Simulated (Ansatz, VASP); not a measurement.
## Si: VASP beside Ansatz

```
Si
1.0
     0.00000    2.66944    2.66944
     2.66944    0.00000    2.66944
     2.66944    2.66944    0.00000
Si
2
Direct
  0.50000 0.50000 0.50000
  0.75000 0.75000 0.75000
```

Change from the starting cell: volume scaled by 0.95, crystal datasets.

Alike in both runs: task electric field gradients; functional PBE; k mesh 12 × 12 × 12; occupations fermi-dirac, width 0.08 eV; no spin polarisation.

```csv
,VASP,Ansatz
version,VASP 6.6.1,Ansatz 0.2.0
potentials or method,"VASP PAW PBE potentials, release 64 (Si), cutoff 520 eV","all-electron PAW with datasets made for the crystal, scalar-relativistic"
```

```tsv
	VASP	Ansatz	Ansatz less VASP
pressure (GPa)	7.5	7.5	+0.03
```

Ansatz ran all-electron here, and VASP with PAW potentials.
